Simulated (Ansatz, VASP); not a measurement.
**BaTiO3 in VASP and in Ansatz**

File INCAR:

```
SYSTEM = BaTiO3
  PREC = Accurate
  ENCUT = 520
  EDIFF = 1E-8
  ISMEAR = -1
  SIGMA = 0.08
  LREAL = .FALSE.
  LASPH = .TRUE.
  NELM = 80
  ALGO = Normal
  ISIF = 2
  LWAVE = .FALSE.
  LCHARG = .FALSE.
  GGA = PE
  LEFG = .TRUE.
  NBANDS = 28
```

File KPOINTS:

```
Automatic mesh
0
G
  7 7 7
  0 0 0
```

Contents of POSCAR:

```
BaTiO3
1.0
    4.0262895137      0.0000000000      0.0000000000
    0.0000000000      4.0262895137      0.0000000000
    0.0000000000      0.0000000000      4.0446100470
Ba Ti O
1 1 3
Direct
    0.0000000000      0.0000000000      0.0000000000
    0.5000000000      0.5000000000      0.4820000000
    0.5000000000      0.5000000000      0.0160000000
    0.5000000000      0.0000000000      0.5150000000
    0.0000000000      0.5000000000      0.5150000000
```

Input for Ansatz:

```yaml
crystal:
  lattice:
    - [4.0262895137, 0.0, 0.0]
    - [0.0, 4.0262895137, 0.0]
    - [0.0, 0.0, 4.044610047]
  atoms:
    - { symbol: Ba, position: [0.0, 0.0, 0.0] }
    - { symbol: Ti, position: [0.5, 0.5, 0.482] }
    - { symbol: O, position: [0.5, 0.5, 0.016] }
    - { symbol: O, position: [0.5, 0.0, 0.515] }
    - { symbol: O, position: [0.0, 0.5, 0.515] }
kpoints:
  mp_grid: { grid: [7, 7, 7] }
scf:
  occupations: { method: fermi_dirac, width: 0.08 }
hamiltonian:
  xc: pbe
  pseudopotentials: { kind: all_electron, datasets: crystal }
output:
  forces: true
  stress: true
  eigenvalues: true
  efg: { contact_densities: true }
```

Change from the starting cell: volume scaled by 1.02, crystal datasets.

Alike in both runs: task electric field gradients; functional PBE; k mesh 7 × 7 × 7; occupations fermi-dirac, width 0.08 eV; no spin polarisation.

|  | VASP | Ansatz |
| --- | --- | --- |
| version | VASP 6.6.1 | Ansatz 0.2.0 |
| potentials or method | VASP PAW PBE potentials, release 64 (Ba_sv, Ti_sv, O), cutoff 520 eV | all-electron PAW with datasets made for the crystal, scalar-relativistic |

|  | VASP | Ansatz | Ansatz less VASP |
| --- | --- | --- | --- |
| pressure (GPa) | 1.0 | -0.6 | -1.65 |
| traceless stress, the component that is largest in VASP (GPa) | 0.96 | 0.89 | -0.067 |
| rms of the force components (eV/Å) | 0.132 | 0.143 | +0.0109 |
| size of Vzz on the site where it differs most (V/Å²) | 2.0 | 1.6 | -0.35 |

Atom by atom the forces differ by 0.018 eV/Å (rms over components). Ansatz ran all-electron here, and VASP with PAW potentials.

Neither program's run includes spin-orbit coupling.
